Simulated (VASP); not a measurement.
A run of VASP 6.6.1 is set up as follows.

The input POSCAR:

```
KCl
1.0
    0.0000000000      3.5072828304      3.5598920729
    3.5072828304      0.0000000000      3.5598920729
    3.5072828304      3.5072828304      0.0000000000
K Cl
1 1
Direct
    0.0000000000      0.0000000000      0.0000000000
    0.2500000000      0.2500000000      0.2500000000
```

INCAR.step1

```
  ALGO = Normal
  EDIFF = 1E-5
  ENCUT = 520
  GGA = PE
  ISIF = 2
  ISMEAR = 0
  LASPH = T
  LCHARG = F
  LREAL = F
  LWAVE = T
  NBANDS = 15
  NELM = 100
  PREC = Accurate
  SIGMA = 0.01
```

INCAR.step2

```
  ALGO = Normal
  EDIFF = 1E-6
  ENCUT = 520
  GGA = PE
  HFSCREEN = 0.2079
  ISIF = 2
  ISMEAR = 0
  ISTART = 1
  LASPH = T
  LCHARG = F
  LHFCALC = T
  LREAL = F
  LWAVE = F
  NBANDS = 15
  NELM = 100
  PREC = Accurate
  PRECFOCK = Normal
  SIGMA = 0.01
```

Contents of KPOINTS:

```
k-points
0
Gamma
  4 4 4
```

Potentials or basis: VASP PAW PBE potentials, release 64 (K_sv, Cl).

Launch:

```bash
$ cat potpaw_PBE.64/K_sv/POTCAR potpaw_PBE.64/Cl/POTCAR > POTCAR
$ cp INCAR.step1 INCAR
$ mpirun -np 1 vasp_std > vasp.out
$ cp INCAR.step2 INCAR
$ mpirun -np 1 vasp_std > vasp.out
```

Predict the band gap on the k mesh.

5.98 eV (least direct gap 6.02 eV).

Predict the pressure.

0.0 GPa.

Caveat: the cell differs from its parent crystal (uniaxial z strain +1.5%); the PAW data sets were made with another functional, which shifts forces and pressure a little. A k mesh can miss the band edges.
